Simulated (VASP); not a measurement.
# MgSnN (P4/mmm) in VASP: single point with PBE

Aim: the single point of MgSnN with PBE.

All numbers are computed with VASP 6.6.1; they aren't measurements. Logs are shortened: lines on timing, memory, paths and dates and some standing lists are left out, and cuts for length are marked.

## (1) The cell of the first run

Symmetry: P4/mmm, No. 123, tetragonal system. The conventional cell has a = 4.202 Å, b = 4.202 Å, c = 3.827 Å, α = 90.00°, β = 90.00°, γ = 90.00°. Within 2.5 Å of Mg (site symmetry 4/mmm) lie 2 N at 1.91 Å. Sn (site symmetry 4/mmm) has 4 Mg at 2.97 Å and 8 N at 3.53 Å and 2 Sn at 3.83 Å within 3.9 Å. Within 2.5 Å of N (site symmetry 4/mmm) lie 2 Mg at 1.91 Å.

## (2) Single point, PBE

POSCAR

```
MgSnN
1.0
    4.2020632689      0.0000000000      0.0000000000
    0.0000000000      4.2020632689      0.0000000000
    0.0000000000      0.0000000000      3.8274459324
Mg Sn N
1 1 1
Direct
    0.5000000000      0.5000000000      0.5000000000
    0.0000000000      0.0000000000      0.5000000000
    0.5000000000      0.5000000000      0.0000000000
```

INCAR.step1

```
SYSTEM = MgSnN
PREC = Accurate
ENCUT = 520
EDIFF = 1E-6
ISMEAR = 0
SIGMA = 0.1
LREAL = .False.
LASPH = .True.
NELM = 100
ALGO = Normal
ISIF = 2
LWAVE = .False.
LCHARG = .True.
GGA = PE
NBANDS = 18
```

KPOINTS.step1

```
Automatic mesh
0
Gamma
  12 12 12
  0 0 0
```

INCAR.step2

```
SYSTEM = MgSnN
PREC = Accurate
ENCUT = 520
EDIFF = 1E-6
ISMEAR = -5
SIGMA = 0.1
LREAL = .False.
LASPH = .True.
NELM = 100
ALGO = Normal
ISIF = 2
LWAVE = .False.
LCHARG = .False.
GGA = PE
LORBIT = 10
NBANDS = 18
NEDOS = 1001
ICHARG = 11
```

KPOINTS.step2

```
Automatic mesh
0
Gamma
  18 18 18
  0 0 0
```

Potentials or basis: VASP PAW PBE potentials, release 64 (Mg, Sn_d, N).

Command:

```sh
> cat potpaw_PBE.64/Mg/POTCAR potpaw_PBE.64/Sn_d/POTCAR potpaw_PBE.64/N/POTCAR > POTCAR
> cp INCAR.step1 INCAR
> cp KPOINTS.step1 KPOINTS
> mpirun -np 1 vasp_std > vasp.out
> cp INCAR.step2 INCAR
> cp KPOINTS.step2 KPOINTS
> mpirun -np 1 vasp_std > vasp.out
```

OUTCAR:

```text
SYSTEM = MgSnN
   PREC = Accurate
   ENCUT = 520
   EDIFF = 1E-6
   ISMEAR = -5
   LREAL = .False.
   LASPH = .True.
   NELM = 100
   ISIF = 2
   GGA = PE
   LORBIT = 10
   ICHARG = 11

 ion  position               nearest neighbor table
   1  0.500  0.500  0.500-   3 1.91   3 1.91   2 2.97   2 2.97   2 2.97   2 2.97
   2  0.000  0.000  0.500-   1 2.97   1 2.97   1 2.97   1 2.97
   3  0.500  0.500  0.000-   1 1.91   1 1.91

  LATTYP: Found a simple tetragonal cell.
 ALAT       =     4.2020632689
 C/A-ratio  =     0.9108491918

  Lattice vectors:

 A1 = (   4.2020632689,   0.0000000000,   0.0000000000)
 A2 = (   0.0000000000,   4.2020632689,   0.0000000000)
 A3 = (   0.0000000000,   0.0000000000,   3.8274459324)

Analysis of symmetry for initial positions (statically):
=====================================================================
 Subroutine PRICEL returns:
 Original cell was already a primitive cell.

 Routine SETGRP: Setting up the symmetry group for a
 simple tetragonal supercell.

 Subroutine GETGRP returns: Found 16 space group operations
 (whereof 16 operations were pure point group operations)
 out of a pool of 16 trial point group operations.

The static configuration has the point symmetry D_4h.

Analysis of symmetry for dynamics (positions and initial velocities):
=====================================================================
 Subroutine PRICEL returns:
 Original cell was already a primitive cell.

 Routine SETGRP: Setting up the symmetry group for a
 simple tetragonal supercell.

 Subroutine GETGRP returns: Found 16 space group operations
 (whereof 16 operations were pure point group operations)
 out of a pool of 16 trial point group operations.

The dynamic configuration has the point symmetry D_4h.

 Subroutine INISYM returns: Found 16 space group operations
 (whereof 16 operations are pure point group operations),
 and found     1 'primitive' translations

----------------------------------------------------------------------------------------

                                     Primitive cell

  volume of cell :      67.5825

  direct lattice vectors                    reciprocal lattice vectors
     4.202063269  0.000000000  0.000000000     0.237978330  0.000000000  0.000000000
     0.000000000  4.202063269  0.000000000     0.000000000  0.237978330  0.000000000
     0.000000000  0.000000000  3.827445932     0.000000000  0.000000000  0.261270836

  length of vectors
     4.202063269  4.202063269  3.827445932     0.237978330  0.237978330  0.261270836

  position of ions in fractional coordinates (direct lattice)
     0.500000000  0.500000000  0.500000000
     0.000000000  0.000000000  0.500000000
     0.500000000  0.500000000  0.000000000

  ion indices of the primitive-cell ions
   primitive index   ion index
                 1           1
                 2           2
                 3           3

----------------------------------------------------------------------------------------

 KPOINTS: Automatic mesh

Automatic generation of k-mesh.
 Grid dimensions read from file:
 generate k-points for:   18   18   18

 Generating k-lattice:

  Cartesian coordinates                     Fractional coordinates (reciprocal lattice)
     0.013221018  0.000000000  0.000000000     0.055555556  0.000000000  0.000000000
     0.000000000  0.013221018  0.000000000     0.000000000  0.055555556  0.000000000
     0.000000000  0.000000000  0.014515046     0.000000000  0.000000000  0.055555556

  Length of vectors
     0.013221018  0.013221018  0.014515046

  Shift w.r.t. Gamma in fractional coordinates (k-lattice)
     0.000000000  0.000000000  0.000000000

 TETIRR: Found   8748 inequivalent tetrahedra from    34992

 Subroutine IBZKPT returns following result:
 ===========================================

 Found    550 irreducible k-points:

 Following reciprocal coordinates:
            Coordinates               Weight
  0.000000  0.000000  0.000000      1.000000
  0.055556  0.000000  0.000000      4.000000
  0.111111  0.000000  0.000000      4.000000
  0.166667  0.000000  0.000000      4.000000
  0.222222  0.000000  0.000000      4.000000
  0.277778  0.000000  0.000000      4.000000
[... 16 lines left out ...]
  0.277778  0.111111  0.000000      8.000000
  0.333333  0.111111  0.000000      8.000000
 [... further k-points ...]
   k-points           NKPTS =    550   k-points in BZ     NKDIM =    550   number of bands    NBANDS=     18
   number of dos      NEDOS =   1001   number of ions     NIONS =      3
   total plane-waves  NPLWV =  28672
   dimension x,y,z NGX =    32 NGY =   32 NGZ =   28
   dimension x,y,z NGXF=    64 NGYF=   64 NGZF=   56
   ions per type =               1   1   1
   NGX,Y,Z   is equivalent  to a cutoff of  12.66, 12.66, 12.16 a.u.
   NGXF,Y,Z  is equivalent  to a cutoff of  25.32, 25.32, 24.32 a.u.
 SYSTEM =  MgSnN
   PREC   = accura    normal or accurate (medium, high low for compatibility)
   ISTART =      0    job   : 0-new  1-cont  2-samecut
   ICHARG =     11    charge: 1-file 2-atom 10-const
   ISPIN  =      1    spin polarized calculation?
   LNONCOLLINEAR =      F non collinear calculations
   LSORBIT =      F    spin-orbit coupling
   LASPH  =      T    aspherical Exc in radial PAW
   ENCUT  =  520.0 eV  38.22 Ry    6.18 a.u.   7.81  7.81  7.12*2*pi/ulx,y,z
   NELM   =    100;   NELMIN=  2; NELMDL=  0     # of ELM steps
   EDIFF  = 0.1E-05   stopping-criterion for ELM
   LREAL  =      F    real-space projection
   EDIFFG = 0.1E-04   stopping-criterion for IOM
   NSW    =      0    number of steps for IOM
   IBRION =     -1    ionic relax: 0-MD 1-quasi-New 2-CG
   NFREE  =      0    steps in history (QN), initial steepest desc. (CG)
   ISIF   =      2    stress and relaxation
   ISYM   =      2    0-nonsym 1-usesym 2-fastsym
   POTIM  = 0.5000    time-step for ionic-motion
   TEBEG  =    0.0;   TEEND  =   0.0 temperature during run
   PSTRESS=    0.0 pullay stress
   NELECT =      21.0000    total number of electrons
   NUPDOWN=      -1.0000    fix difference up-down
   EMIN   =  10.00;   EMAX   =-10.00  energy-range for DOS
   EFERMI =   0.00;   METHOD = LEGACY
   ISMEAR =    -5;   SIGMA  =   0.10  broadening in eV -4-tet -1-fermi 0-gaus
   EFERMI_NEDOS =   21; number of points for ismear=-14 and -15
   IALGO  =     38    algorithm
   IMIX   =      4    mixing-type and parameters
     AMIX     =   0.40;   BMIX     =  1.00
     AMIX_MAG =   1.60;   BMIX_MAG =  1.00
  volume/ion in A,a.u.               =      22.53       152.02
  Fermi-wavevector in a.u.,A,eV,Ry     =   1.108842  2.095408 16.728793  1.229532
  Thomas-Fermi vector in A             =   2.245375
   LORBIT       =     10    0 simple, 1 ext, 2 COOP (PROOUT), +10 PAW based schemes
   GGA     = PE    functional components
   LHFCALC =     F    Hartree Fock is set to
   AEXX    =    0.0000 exact exchange contribution
   IVDW    =     0    specifies the selected vdW correction
   LEPSILON=     F    determine dielectric tensor
   LRPA    =     F    only Hartree local field effects (RPA)
 non-spin polarized calculation
 Fermi weights with tetrahedron method with Bloechl corrections
  energy-cutoff  :      520.00
  volume of cell :       67.58
 maximum number of plane-waves:      1848
 NGX is ok and might be reduce to    32

 number of electron      20.9999995 magnetization

 Free energy of the ion-electron system (eV)
  ---------------------------------------------------
  ext. energy  EPLUGINS =         0.00000000
  ---------------------------------------------------
  free energy    TOTEN  =       -10.95373957 eV

  energy without entropy =      -10.95373957  energy(sigma->0) =      -10.95373957

 E-fermi :   3.2840     XC(G=0):  -8.9693

 val. band max:        3.2846824831   @ k =   0.5000   0.1667   0.4444
 cond. band min:       3.2647732715   @ k =   0.5000   0.3889   0.4444
 fundamental gap:     -0.0199092116
 Fermi energy:         3.2839517241

 k-point     1 :       0.0000    0.0000    0.0000
  band No.  band energies     occupation
      1     -18.5975      2.00000
      2     -18.5263      2.00000
      3     -18.5263      2.00000
      4     -18.5198      2.00000
      5     -18.5042      2.00000
      6      -9.3775      2.00000
[... 10 lines left out ...]
     17      13.1820      0.00000
     18      14.3851      0.00000

 k-point     2 :       0.0556    0.0000    0.0000
  band No.  band energies     occupation
      1     -18.5973      2.00000
      2     -18.5264      2.00000
      3     -18.5263      2.00000
      4     -18.5199      2.00000
      5     -18.5038      2.00000
      6      -9.3723      2.00000
[... 10 lines left out ...]
     17      12.9292      0.00000
     18      14.2399      0.00000

 k-point     3 :       0.1111    0.0000    0.0000
  band No.  band energies     occupation
      1     -18.5969      2.00000
      2     -18.5267      2.00000
      3     -18.5263      2.00000
      4     -18.5202      2.00000
      5     -18.5028      2.00000
      6      -9.3572      2.00000
[... 10 lines left out ...]
     17      12.4913      0.00000
     18      13.8790      0.00000

 k-point     4 :       0.1667    0.0000    0.0000
  band No.  band energies     occupation
      1     -18.5963      2.00000
      2     -18.5272      2.00000
      3     -18.5263      2.00000
      4     -18.5208      2.00000
      5     -18.5012      2.00000
      6      -9.3340      2.00000
[... 10 lines left out ...]
     17      12.0764      0.00000
     18      13.4100      0.00000

 k-point     5 :       0.2222    0.0000    0.0000
  band No.  band energies     occupation
      1     -18.5955      2.00000
      2     -18.5278      2.00000
      3     -18.5262      2.00000
      4     -18.5214      2.00000
      5     -18.4992      2.00000
      6      -9.3049      2.00000
[... 10 lines left out ...]
     17      11.9057      0.00000
     18      12.9394      0.00000

 k-point     6 :       0.2778    0.0000    0.0000
  band No.  band energies     occupation
      1     -18.5947      2.00000
      2     -18.5284      2.00000
      3     -18.5262      2.00000
      4     -18.5221      2.00000
      5     -18.4970      2.00000
      6      -9.2735      2.00000
[... 10 lines left out ...]
     17      12.1101      0.00000
     18      12.8396      0.00000

 k-point     7 :       0.3333    0.0000    0.0000
  band No.  band energies     occupation
      1     -18.5940      2.00000
      2     -18.5290      2.00000
      3     -18.5261      2.00000
      4     -18.5227      2.00000
      5     -18.4950      2.00000
      6      -9.2434      2.00000
[... 10 lines left out ...]
     17      11.7534      0.00000
     18      13.4809      0.00000

 k-point     8 :       0.3889    0.0000    0.0000
  band No.  band energies     occupation
      1     -18.5935      2.00000
      2     -18.5294      2.00000
      3     -18.5261      2.00000
      4     -18.5233      2.00000
      5     -18.4933      2.00000
      6      -9.2185      2.00000
[... 10 lines left out ...]
     17      11.5061      0.00000
     18      13.8840      0.00000
[... 229 lines left out ...]
     17      11.9931      0.00000
     18      13.7577      0.00000

 k-point    20 :       0.1111    0.1111    0.0000
  band No.  band energies     occupation
      1     -18.5963      2.00000
      2     -18.5267      2.00000
      3     -18.5267      2.00000
      4     -18.5207      2.00000
      5     -18.5014      2.00000
      6      -9.3379      2.00000
[... 10 lines left out ...]
     17      11.8773      0.00000
     18      14.3194      0.00000

 k-point    21 :       0.1667    0.1111    0.0000
  band No.  band energies     occupation
      1     -18.5957      2.00000
      2     -18.5272      2.00000
      3     -18.5267      2.00000
      4     -18.5213      2.00000
      5     -18.4998      2.00000
      6      -9.3157      2.00000
[... 10 lines left out ...]
     17      11.7639      0.00000
     18      14.0975      0.00000

 k-point    22 :       0.2222    0.1111    0.0000
  band No.  band energies     occupation
      1     -18.5949      2.00000
      2     -18.5277      2.00000
      3     -18.5266      2.00000
      4     -18.5220      2.00000
      5     -18.4978      2.00000
      6      -9.2880      2.00000
[... 10 lines left out ...]
     17      12.0853      0.00000
     18      13.7427      0.00000

 k-point    23 :       0.2778    0.1111    0.0000
  band No.  band energies     occupation
      1     -18.5942      2.00000
      2     -18.5283      2.00000
      3     -18.5265      2.00000
      4     -18.5227      2.00000
      5     -18.4956      2.00000
      6      -9.2581      2.00000
[... 10 lines left out ...]
     17      12.4542      0.00000
     18      13.4525      0.00000

 k-point    24 :       0.3333    0.1111    0.0000
  band No.  band energies     occupation
      1     -18.5935      2.00000
      2     -18.5289      2.00000
      3     -18.5265      2.00000
      4     -18.5234      2.00000
      5     -18.4936      2.00000
      6      -9.2295      2.00000
[... 10 lines left out ...]
     17      12.4727      0.00000
     18      13.6037      0.00000

 [... further k-points ...]
[... 5 lines left out ...]
  --------------------------------------------------------------------------------------
  -------------------------------------------------------------------------------------
  Total       -0.0941017     -0.0941017      0.0085260      0.0000000      0.0000000     -0.0000000
  in kB       -2.2308674     -2.2308674      0.2021252      0.0000000      0.0000000     -0.0000000
  external PRESSURE =      -1.4198699 kB  Pullay stress =       0.0000000 kB

 VOLUME and BASIS-vectors are now :
 -----------------------------------------------------------------------------
  energy-cutoff  :      520.00
  volume of cell :       67.58
      direct lattice vectors                 reciprocal lattice vectors
     4.202063269  0.000000000  0.000000000     0.237978330  0.000000000  0.000000000
     0.000000000  4.202063269  0.000000000     0.000000000  0.237978330  0.000000000
     0.000000000  0.000000000  3.827445932     0.000000000  0.000000000  0.261270836

 POSITION                                       TOTAL-FORCE (eV/Angst)
 -----------------------------------------------------------------------------------
      2.10103      2.10103      1.91372         0.000000      0.000000      0.000000
      0.00000      0.00000      1.91372         0.000000      0.000000      0.000000
      2.10103      2.10103      0.00000         0.000000      0.000000      0.000000
 -----------------------------------------------------------------------------------
    total drift:                                0.000000     -0.000000     -0.000000

  FREE ENERGIE OF THE ION-ELECTRON SYSTEM (eV)
  ---------------------------------------------------
  free  energy   TOTEN  =       -10.9537395716 eV

  energy  without entropy=      -10.9537395716  energy(sigma->0) =      -10.95373957

 total charge

# of ion       s       p       d       tot
------------------------------------------
    1        0.207   0.213   0.060   0.480
    2        1.334   0.768   9.939  12.041
    3        1.307   2.224   0.000   3.532
--------------------------------------------------
tot          2.848   3.205   9.999  16.052
```

It took 5.2 min on 1 thread of Oxide Virtual Turin-like, shared host; peak memory 0.74 GiB.

What came out:

- Valence electrons inside the program's atomic spheres: Mg 0.48; Sn 12.04; N 3.53

Levels at points of the mesh, in eV from the Fermi level:
```tsv
k point	band 6	band 7	band 8	band 9	band 10	band 11	band 12	band 13	band 14	band 15
(0.00, 0.00, 0.00)	-12.66	-7.55	-1.93	-1.55	-1.55	2.30	2.30	3.42	3.99	4.46
(0.50, 0.00, 0.00)	-12.48	-7.55	-2.19	-1.70	-0.86	-0.51	1.34	3.14	5.70	7.65
(0.50, 0.50, 0.00)	-12.38	-6.68	-3.38	-3.38	-1.63	1.40	1.40	3.45	3.86	8.62
(0.00, 0.00, 0.50)	-12.23	-7.53	-2.02	-1.18	-0.69	-0.69	1.27	1.27	5.27	6.84
(0.50, 0.00, 0.50)	-12.15	-6.48	-4.15	-2.63	-0.60	0.35	1.32	2.10	5.24	5.84
(0.50, 0.50, 0.50)	-12.10	-5.74	-3.08	-1.44	-1.44	-1.37	-1.37	-0.52	5.60	7.42
```

Caveat: spin-orbit coupling is left out, which moves the levels of the heavy elements.
